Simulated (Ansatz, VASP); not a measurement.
## Two plane-wave programs on WC

```
CELL_PARAMETERS angstrom
2.92247 0.00000 0.00000
-1.46123 2.53093 0.00000
0.00000 0.00000 2.84639
ATOMIC_POSITIONS crystal
W 0.00000 0.00000 0.00000
C 0.66667 0.33333 0.50000
```

Alike in both runs: functional PBE; k mesh 9 × 9 × 8; occupations gaussian, width 0.1 eV; no spin polarisation.

Ansatz relaxed the structure, and its values are those at the end. VASP's run is a single point on that final structure, the one shown.

|  | VASP | Ansatz |
| --- | --- | --- |
| version | VASP 6.6.1 | Ansatz 0.2.0 |
| potentials or method | VASP PAW PBE potentials, release 64 (W_sv, C), cutoff 520 eV | scalar-relativistic, plane waves, PAW |
| valence electrons in the cell | 18 | 18 |

Ansatz gave:

```
gap on the k mesh at the Fermi level (eV) : none
pressure (GPa)                            : 0.1
```

Estimate VASP's values.

gap on the k mesh at the Fermi level (eV): none; pressure (GPa): 1.1.

A gap of «none» marks a metal or a gap that the smearing closes.

Neither program's run includes spin-orbit coupling.
